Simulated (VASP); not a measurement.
# TiC (Fm-3m) in VASP: notebook, part 2 of 2

VASP 6.6.1.

## Step 5: Relaxation of cell and atoms, PBEsol+U

This run uses another cell than the first one, of 10.16 Å³/atom, 1.008 times its volume.

The input, INCAR:

```
PREC = Accurate
ENCUT = 600
EDIFF = 1E-6
ISMEAR = -1
SIGMA = 0.05
LREAL = False
LASPH = True
NELM = 150
ALGO = Normal
ISIF = 3
LWAVE = False
LCHARG = False
LMAXMIX = 4
LDAU = True
LDAUTYPE = 2
LDAUL = 2 -1
LDAUU = 3 0
LDAUJ = 0 0
LDAUPRINT = 1
GGA = PS
IBRION = 2
NSW = 60
EDIFFG = -0.01
```

The input, KPOINTS:

```
Automatic mesh
0
Gamma
  11 11 11
```

The input, POSCAR:

```
TiC
1.0
    0.0000000000      2.1657188437      2.1657188437
    2.1657188437      0.0000000000      2.1657188437
    2.1657188437      2.1657188437      0.0000000000
Ti C
1 1
Direct
    0.0000000000      0.0000000000      0.0000000000
    0.5000000000      0.5000000000      0.5000000000
```

Potentials or basis: VASP PAW PBE potentials, release 64 (Ti_sv, C).

The run is started by

```bash
$ cat potpaw_PBE.64/Ti_sv/POTCAR potpaw_PBE.64/C/POTCAR > POTCAR
$ mpirun -np 1 vasp_std > vasp.out
```

OUTCAR:

```text
PREC = Accurate
   ENCUT = 600
   EDIFF = 1E-6
   ISMEAR = -1
   LREAL = False
   LASPH = True
   NELM = 150
   ISIF = 3
   GGA = PS
   IBRION = 2
   NSW = 60
   EDIFFG = -0.01

 ion  position               nearest neighbor table
   1  0.000  0.000  0.000-   2 2.17   2 2.17   2 2.17   2 2.17   2 2.17   2 2.17
   2  0.500  0.500  0.500-   1 2.17   1 2.17   1 2.17   1 2.17   1 2.17   1 2.17

  LATTYP: Found a face centered cubic cell.
 ALAT       =     4.3314376874

  Lattice vectors:

 A1 = (   0.0000000000,   2.1657188437,   2.1657188437)
 A2 = (   2.1657188437,   0.0000000000,   2.1657188437)
 A3 = (   2.1657188437,   2.1657188437,   0.0000000000)

Analysis of symmetry for initial positions (statically):
=====================================================================
 Subroutine PRICEL returns:
 Original cell was already a primitive cell.

 Routine SETGRP: Setting up the symmetry group for a
 face centered cubic supercell.

 Subroutine GETGRP returns: Found 48 space group operations
[... 9 lines left out ...]

 Routine SETGRP: Setting up the symmetry group for a
 face centered cubic supercell.

 Subroutine GETGRP returns: Found 48 space group operations
[... 11 lines left out ...]
                                     Primitive cell

  volume of cell :      20.3159

  direct lattice vectors                    reciprocal lattice vectors
     0.000000000  2.165718844  2.165718844    -0.230870227  0.230870227  0.230870227
     2.165718844  0.000000000  2.165718844     0.230870227 -0.230870227  0.230870227
     2.165718844  2.165718844  0.000000000     0.230870227  0.230870227 -0.230870227

  length of vectors
[... 216 lines left out ...]
spin component  2

  0.1246  0.0000 -0.0000 -0.0000 -0.0000
  0.0000  0.1246  0.0000 -0.0000 -0.0000
 -0.0000  0.0000  0.2810  0.0000  0.0000
 -0.0000 -0.0000  0.0000  0.1246  0.0000
 -0.0000 -0.0000  0.0000  0.0000  0.2810

 occupancies and eigenvectors

  o =  0.1246  v =  0.0000  0.8678  0.0000 -0.4969 -0.0000  0.0000  0.0000  0.0000  0.0000  0.0000      0.0000  0.0000  0.0000  0.0000  0.0000  0.0000  0.0000  0.0000  0.0000  0.0000
  o =  0.1246  v =  0.0000  0.0000  0.0000  0.0000  0.0000  0.0000  0.8678  0.0000 -0.4969 -0.0000      0.0000  0.0000  0.0000  0.0000  0.0000  0.0000  0.0000  0.0000  0.0000  0.0000
  o =  0.1246  v =  0.0000  0.4969 -0.0000  0.8678 -0.0000  0.0000  0.0000  0.0000  0.0000  0.0000      0.0000  0.0000  0.0000  0.0000  0.0000  0.0000  0.0000  0.0000  0.0000  0.0000
  o =  0.1246  v =  0.0000  0.0000  0.0000  0.0000  0.0000  0.0000  0.4969 -0.0000  0.8678 -0.0000      0.0000  0.0000  0.0000  0.0000  0.0000  0.0000  0.0000  0.0000  0.0000  0.0000
  o =  0.1246  v =  0.0000  0.0000  0.0000  0.0000  0.0000  1.0000  0.0000  0.0000  0.0000  0.0000      0.0000  0.0000  0.0000  0.0000  0.0000  0.0000  0.0000  0.0000  0.0000  0.0000
  o =  0.1246  v =  1.0000  0.0000  0.0000  0.0000  0.0000  0.0000  0.0000  0.0000  0.0000  0.0000      0.0000  0.0000  0.0000  0.0000  0.0000  0.0000  0.0000  0.0000  0.0000  0.0000
  o =  0.2810  v =  0.0000  0.0000  0.0000  0.0000  0.0000  0.0000 -0.0000 -0.0046  0.0000  1.0000      0.0000  0.0000  0.0000  0.0000  0.0000  0.0000  0.0000  0.0000  0.0000  0.0000
  o =  0.2810  v =  0.0000 -0.0000 -0.0046  0.0000  1.0000  0.0000  0.0000  0.0000  0.0000  0.0000      0.0000  0.0000  0.0000  0.0000  0.0000  0.0000  0.0000  0.0000  0.0000  0.0000
  o =  0.2810  v =  0.0000  0.0000  1.0000  0.0000  0.0046  0.0000  0.0000  0.0000  0.0000  0.0000      0.0000  0.0000  0.0000  0.0000  0.0000  0.0000  0.0000  0.0000  0.0000  0.0000
  o =  0.2810  v =  0.0000  0.0000  0.0000  0.0000  0.0000  0.0000  0.0000  1.0000  0.0000  0.0046      0.0000  0.0000  0.0000  0.0000  0.0000  0.0000  0.0000  0.0000  0.0000  0.0000

--------------------------------------- Ionic step        3  -------------------------------------------

 number of electron      15.9999999 magnetization

 Free energy of the ion-electron system (eV)
  ---------------------------------------------------
  ext. energy  EPLUGINS =         0.00000000
  ---------------------------------------------------
  free energy    TOTEN  =       -17.53047698 eV

  energy without entropy =      -17.52760782  energy(sigma->0) =      -17.52904240

 E-fermi :   9.6516     XC(G=0): -12.8256

 val. band max:        9.5365002969   @ k =   0.0909   0.0000   0.0000
 cond. band min:       9.6722918651   @ k =   0.1818   0.1818   0.0000
 fundamental gap:      0.1357915683
 Fermi energy:         9.6515661878

 k-point     1 :       0.0000    0.0000    0.0000
  band No.  band energies     occupation
      1     -47.5957      2.00000
      2     -23.7031      2.00000
      3     -23.7031      2.00000
      4     -23.7031      2.00000
      5      -2.9966      2.00000
      6      10.5112      0.00000
      7      10.5112      0.00000
      8      10.5112      0.00000
      9      11.1338      0.00000
     10      11.1338      0.00000
     11      11.1338      0.00000
     12      11.1977      0.00000
[... 331 lines left out ...]
 k-point    24 :      -0.1818    0.1818    0.0000
  band No.  band energies     occupation
      1     -47.5493      2.00000
      2     -23.9624      2.00000
      3     -23.8058      2.00000
      4     -23.7227      2.00000
      5      -1.2623      2.00000
      6       6.2597      2.00000
      7       7.3582      2.00000
      8       7.6445      2.00000
      9      11.3792      0.00000
     10      12.3371      0.00000
     11      13.2072      0.00000
     12      13.9078      0.00000

 [... further k-points ...]
[... 5 lines left out ...]
  --------------------------------------------------------------------------------------
  -------------------------------------------------------------------------------------
  Total       -0.0090116     -0.0090116     -0.0090116     -0.0000000     -0.0000000      0.0000000
  in kB       -0.7050442     -0.7050442     -0.7050442     -0.0000000     -0.0000000      0.0000000
  external PRESSURE =      -0.7050442 kB  Pullay stress =       0.0000000 kB
[... 17 lines left out ...]
  FREE ENERGIE OF THE ION-ELECTRON SYSTEM (eV)
  ---------------------------------------------------
  free  energy   TOTEN  =       -17.5304769811 eV

  energy  without entropy=      -17.5276078219  energy(sigma->0) =      -17.52904240

 reached required accuracy - stopping structural energy minimisation
```

OSZICAR:

```text
N       E                     dE             d eps       ncg     rms          rms(c)
DAV:   1     0.129108514011E+03    0.12911E+03   -0.92328E+03  1344   0.177E+03
DAV:   2    -0.125184958528E+02   -0.14163E+03   -0.13508E+03  1384   0.403E+02
DAV:   3    -0.231944425255E+02   -0.10676E+02   -0.10266E+02  1820   0.103E+02
[... 28 lines left out ...]
DAV:   4    -0.175299645859E+02   -0.55797E-04   -0.47451E-03  1432   0.693E-01    0.901E-02
DAV:   5    -0.175303219276E+02   -0.35734E-03   -0.48022E-04  1620   0.233E-01    0.304E-02
DAV:   6    -0.175304534014E+02   -0.13147E-03   -0.34644E-04  1832   0.999E-02    0.321E-02
DAV:   7    -0.175304768193E+02   -0.23418E-04   -0.56671E-05  1620   0.786E-02    0.895E-03
DAV:   8    -0.175304769811E+02   -0.16182E-06   -0.72583E-06  1444   0.308E-02
   3 F= -.17530477E+02 E0= -.17529042E+02  d E =-.103881E-02
```

It took 42 s on 1 thread of Intel Xeon Platinum 8259CL at 2.50GHz (Skylake/Cascade Lake), shared host; peak memory 0.15 GiB.

Results:

- Free energy: -17.5305 eV
- Relaxed volume: 10.24 Å³/atom
- Relaxed cell: a = 3.071 Å, b = 3.071 Å, c = 3.071 Å, α = 60.00°, β = 60.00°, γ = 60.00°
- Space group after relaxing (to 0.05 Å): Fm-3m (No. 225)
- Energy gained by relaxing: 0.5 meV/atom
- Ionic steps: 3
- Pressure after relaxing: -0.1 GPa
- Band gap on the k mesh: zero (band 8 reaches 10.51 eV, above the bottom of band 9 at 9.12 eV)

Step by step:
| step | energy change (eV) | largest force (eV/Å) | pressure (GPa) | volume (Å³) |
| --- | --- | --- | --- | --- |
| 1 | 0.0000 | 0.0000 | 2.07 | 20.32 |
| 2 | 0.0009 | 0.0000 | -2.74 | 20.70 |
| 3 | -0.0010 | 0.0000 | -0.07 | 20.48 |

Final structure:
```
Ti C
1.0
     0.00000    2.17147    2.17147
     2.17147    0.00000    2.17147
     2.17147    2.17147    0.00000
Ti C
1 1
Direct
  0.00000 0.00000 0.00000
  0.50000 0.50000 0.50000
```

Levels at points of the mesh, in eV from the Fermi level:
| k point | band 4 | band 5 | band 6 | band 7 | band 8 | band 9 | band 10 | band 11 | band 12 |
| --- | --- | --- | --- | --- | --- | --- | --- | --- | --- |
| (0.00, 0.00, 0.00) | -33.35 | -12.65 | 0.86 | 0.86 | 0.86 | 1.48 | 1.48 | 1.48 | 1.55 |

Eigenvalues of the final occupation matrices:
```csv
site,spin,trace,eigenvalues
site 1 d,1,0.94,0.12 0.12 0.12 0.28 0.28
site 1 d,2,0.94,0.12 0.12 0.12 0.28 0.28
```

Caveat: the PAW data sets were made with another functional, which shifts forces and pressure a little; U without spin polarisation on a metal has little footing; the U is typed as a test and isn't derived for this compound.

## Step 6: The runs side by side

```tsv
task	level	U	cell	cutoff (eV)	gap on the mesh (eV)	pressure (GPa)	relaxed volume (Å³/atom)
single point	PBEsol+U	Ti d U = 3.0 eV	a = 3.055 Å, angles 60.0°, 2 atoms	520	none	4.2	-
relaxation of cell and atoms	PBE+D4	-	relaxed from a = 3.063 Å, angles 60.0°, 2 atoms	600	none	0.0	9.98
relaxation of cell and atoms	BLYP+D3(BJ)	-	relaxed from a = 3.063 Å, angles 60.0°, 2 atoms	600	none	0.0	9.84
relaxation of cell and atoms	PBEsol+U	Ti d U = 3.0 eV	relaxed from a = 3.063 Å, angles 60.0°, 2 atoms	600	none	-0.1	10.24
```

Alike in all rows: potentials or basis VASP PAW PBE potentials, release 64 (Ti_sv, C); no spin polarisation; k mesh 11 × 11 × 11; smearing fermi-dirac 0.05 eV.

Caveats: the PAW data sets were made with another functional, which shifts forces and pressure a little (some runs); U without spin polarisation on a metal has little footing (some runs); the U is typed as a test and isn't derived for this compound (some runs); pairwise dispersion overbinds metals, which lowers pressure and volume (some runs).

Total energies depend on the potentials used, so only differences within one code and one set of settings carry meaning.
